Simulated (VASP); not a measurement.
Set up this calculation in VASP 6.6.1, as the native input.

```yaml
Task: single point
Functional: PBEsol
Potentials_or_basis: VASP PAW PBE potentials, release 64 (S)
Cutoff: 520 eV
k_mesh: 4 × 4 × 7
Occupations: gaussian, width 0.05 eV
Spin: no spin polarisation
Dipole_correction: no
Further_INCAR_settings: ALGO = Normal; EDIFF = 1e-07; NBANDS = 20
```

The structure of S lies in POSCAR:

```
S
1.0
    4.7033200666      0.0000000000      0.0000000000
    0.0000000000      4.7033200666      0.0000000000
    0.0000000000      0.0000000000      2.4114039114
S
4
Direct
    0.8514443714      0.8514443714      0.5000000000
    0.1485556286      0.1485556286      0.5000000000
    0.3514443714      0.6485556286      0.0000000000
    0.6485556286      0.3514443714      0.0000000000
```

The input as run:

INCAR

```
PREC = Accurate ; ENCUT = 520
EDIFF = 1E-7 ; ISMEAR = 0
SIGMA = 0.05 ; LREAL = F
LASPH = T ; NELM = 100
ALGO = Normal ; ISIF = 2
LWAVE = F ; LCHARG = F
GGA = PS ; NBANDS = 20
```

KPOINTS

```
regular mesh
0
Gamma
  4 4 7
```

Potentials or basis: VASP PAW PBE potentials, release 64 (S).

Run with:

```sh
$ cat potpaw_PBE.64/S/POTCAR > POTCAR
$ mpirun -np 1 vasp_std > vasp.out
```

It gave:

The pressure is 29.5 GPa. The largest force is 0.142 eV/Å. The band gap on the k mesh is zero (band 12 reaches 13.96 eV, above the bottom of band 13 at 7.67 eV).

Caveat: the k points lie up to 0.37 Å⁻¹ apart; the PAW data sets were made with another functional, which shifts forces and pressure a little.

Wall time 13 s on 1 thread of Intel(R) Xeon(R) Platinum 8375C CPU @ 2.90GHz (Ice Lake) (shared host), peak memory 0.16 GiB.
